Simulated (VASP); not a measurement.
**PbS: single point with BLYP+D4**

Crystal: PbS.

```
CELL_PARAMETERS angstrom
0.00000 2.90521 2.90521
2.90521 0.00000 2.90521
2.90521 2.90521 0.00000
ATOMIC_POSITIONS crystal
Pb 0.00000 0.00000 0.00000
S 0.50000 0.50000 0.50000
```

```
Program                : VASP 6.6.1
Task                   : single point
Functional             : BLYP
Dispersion             : D4
Potentials or basis    : VASP PAW PBE potentials, release 64 (Pb_d, S)
Cutoff                 : 520 eV
k mesh                 : 8 × 8 × 8
Occupations            : fermi-dirac, width 0.05 eV
Spin                   : no spin polarisation
Dipole correction      : no
Further INCAR settings : ALGO = Normal; EDIFF = 1e-07; NBANDS = 17
```

| Property | Result |
| --- | --- |
| Pressure | 6.3 GPa |
| Band gap on the k mesh | 0.25 eV |
| Dispersion energy per atom | -0.749 eV |

Levels at points of the mesh, in eV from the valence-band top:
```tsv
k point	band 8	band 9	band 10	band 11	band 12	band 13
(0.00, 0.00, 0.00)	-2.54	-2.54	-2.54	5.24	5.24	5.24
(0.50, 0.00, 0.00)	-2.07	-2.07	0.00	0.25	1.76	1.76
(0.50, 0.50, 0.00)	-5.71	-3.88	-3.88	3.83	5.73	5.79
```

It took 27 s on 1 thread of Intel Xeon 6455B, on a shared host, peak memory 0.18 GiB.

Caveat: the cell stands under pressure; the PAW data sets were made with another functional, which shifts forces and pressure a little; spin-orbit coupling is left out, which moves the levels of the heavy elements. A k mesh can miss the band edges.
